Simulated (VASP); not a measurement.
Wanted: the native input for a VASP 6.6.1 run.

```
Task                   : single point
Functional             : PBE
Potentials or basis    : VASP PAW PBE potentials, release 64 (B, P)
Cutoff                 : 500 eV
k mesh                 : 5 × 5 × 3
Occupations            : gaussian, width 0.2 eV
Spin                   : no spin polarisation
Dipole correction      : no
Further INCAR settings : ALGO = Normal; EDIFF = 1e-06; NBANDS = 18
```

The structure of B2P3 lies in POSCAR:

```
B2P3
1.0
    3.8622004163      0.0000000000      0.0000000000
   -1.9311002081      3.3447636750      0.0000000000
    0.0000000000      0.0000000000      4.3998955477
B P
2 3
Direct
    0.6666666667      0.3333333333      0.7337739948
    0.3333333333      0.6666666667      0.2662260052
    0.0000000000      0.0000000000      0.0000000000
    0.6666666667      0.3333333333      0.2728503367
    0.3333333333      0.6666666667      0.7271496633
```

The cell was built from a structure type or drawn by symmetry, and may not be a known phase.

The input as run:

INCAR

```
SYSTEM = B2P3
  PREC = Accurate
  ENCUT = 500
  EDIFF = 1E-6
  ISMEAR = 0
  SIGMA = 0.2
  LREAL = .FALSE.
  LASPH = .TRUE.
  NELM = 120
  ALGO = Normal
  ISIF = 2
  LWAVE = .FALSE.
  LCHARG = .FALSE.
  GGA = PE
  NBANDS = 18
  GGA_COMPAT = .FALSE.
```

KPOINTS

```
Automatic mesh
0
G
  5 5 3
  0 0 0
```

Potentials or basis: VASP PAW PBE potentials, release 64 (B, P).

Run with:

```bash
$ cat potpaw_PBE.64/B/POTCAR potpaw_PBE.64/P/POTCAR > POTCAR
$ mpirun -np 1 vasp_std > vasp.out
```

Results of the run:

| Quantity | Value |
| --- | --- |
| Pressure | -0.1 GPa |
| Largest force | 0.021 eV/Å |
| Band gap on the k mesh | zero (an odd number of electrons rules out a gap without spin polarisation) |

Caveat: the k points lie up to 0.48 Å⁻¹ apart, too coarse for converged energies and pressures of a metal.

It took 17 s on 1 thread of Intel Xeon 8259CL, with other jobs on the host, peak memory 0.16 GiB.
